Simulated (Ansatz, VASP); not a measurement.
# Al: VASP beside Ansatz

```
Al
1.0
     0.00000    1.99669    1.99669
     1.99669    0.00000    1.99669
     1.99669    1.99669    0.00000
Al
1
Direct
  0.00000 0.00000 0.00000
```

Alike in both runs: task single point; functional r2SCAN; k mesh 14 × 14 × 14; occupations gaussian, width 0.1 eV; no spin polarisation.

|  | VASP | Ansatz |
| --- | --- | --- |
| version | VASP 6.6.1 | Ansatz 0.2.0 |
| potentials or method | VASP PAW PBE potentials, release 64 (Al), cutoff 520 eV | plane waves (500 eV) with PAW, scalar-relativistic |
| valence electrons in the cell | 3 | 3 |

|  | VASP | Ansatz | Ansatz less VASP |
| --- | --- | --- | --- |
| pressure (GPa) | -0.7 | -0.4 | +0.33 |

VASP's potentials were made for PBE, not for r2SCAN.
